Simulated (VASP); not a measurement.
## WS2: single point with PBEsol

WS2:

```xyz
3
Lattice="1.5736 0.9085 6.3850 -1.5736 0.9085 6.3850 0.0000 -1.8171 6.3850" Properties=species:S:1:pos:R:3 pbc="T T T"
W     0.0000    0.0000    0.0129
S     0.0000    0.0000    7.9649
S     0.0000    0.0000    4.8312
```

```json
{"Program": "VASP 6.6.1", "Task": "single point", "Functional": "PBEsol", "Potentials or basis": "VASP PAW PBE potentials, release 64 (W_sv, S)", "Cutoff": "520 eV", "k mesh": "12 × 12 × 12", "Occupations": "gaussian, width 0.02 eV", "Spin": "no spin polarisation", "Dipole correction": "no", "Further INCAR settings": "ALGO = Normal; EDIFF = 1e-06; NBANDS = 20"}
```

- Pressure: 0.1 GPa
- Largest force: 0.021 eV/Å
- Band gap on the k mesh: 1.17 eV (least direct gap 1.94 eV)

Forces on the atoms (eV/Å):
```
W    0.000  0.000  0.000
S    0.000  0.000  0.021
S    0.000  0.000 -0.021
```

Levels at points of the mesh, in eV from the valence-band top:
```csv
k point,band 11,band 12,band 13,band 14,band 15,band 16
"(0.00, 0.00, 0.00)",-2.09,-1.68,-1.11,2.44,2.44,2.69
"(0.50, 0.00, 0.00)",-2.50,-1.64,-1.56,2.51,2.79,3.76
"(0.50, 0.50, 0.00)",-2.96,-1.77,-1.42,2.48,2.94,3.37
"(0.50, 0.50, 0.50)",-2.07,-2.07,0.00,2.50,2.50,2.61
```

Run time: 18 min on 1 thread of AMD EPYC 7R43 64-Core Processor (Zen 3) (shared host), peak memory 0.43 GiB.

Caveat: the PAW data sets were made with another functional, which shifts forces and pressure a little; spin-orbit coupling is left out, which moves the levels of the heavy elements. A k mesh can miss the band edges.
